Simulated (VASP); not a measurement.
## KLi: single point with PBE

Crystal: KLi.

```
K Li
1.0
     0.00000    4.38502    4.38502
     4.38502    0.00000    4.38502
     4.38502    4.38502    0.00000
K Li
2 2
Direct
  0.50000 0.50000 0.50000
  0.75000 0.75000 0.75000
  0.00000 0.00000 0.00000
  0.25000 0.25000 0.25000
```

* Program: VASP 6.6.1
* Task: single point
* Functional: PBE
* Potentials or basis: VASP PAW PBE potentials, release 64 (K_sv, Li_sv)
* Cutoff: 520 eV
* k mesh: 4 × 4 × 4
* Occupations: gaussian, width 0.1 eV
* Spin: no spin polarisation

- Band gap on the k mesh: zero (bands 12 and 13 overlap by 1.85 eV)

Levels at points of the mesh, in eV from the Fermi level:
```
           k point  band 8  band 9  band 10  band 11  band 12  band 13  band 14  band 15  band 16  band 17
(0.00, 0.00, 0.00)  -15.23  -15.23   -15.23    -2.68     1.71     1.71     1.71     2.05     2.05     2.05
(0.50, 0.00, 0.00)  -15.23  -15.21   -15.21    -1.28    -1.23     0.99     0.99     2.60     2.60     2.86
(0.50, 0.50, 0.00)  -15.30  -15.20   -15.20    -0.87    -0.87     0.68     0.68     1.20     1.20     4.14
```

It took 2.4 min on 1 thread of Intel(R) Xeon(R) Platinum 8488C (Sapphire Rapids), on a shared host, peak memory 0.33 GiB.
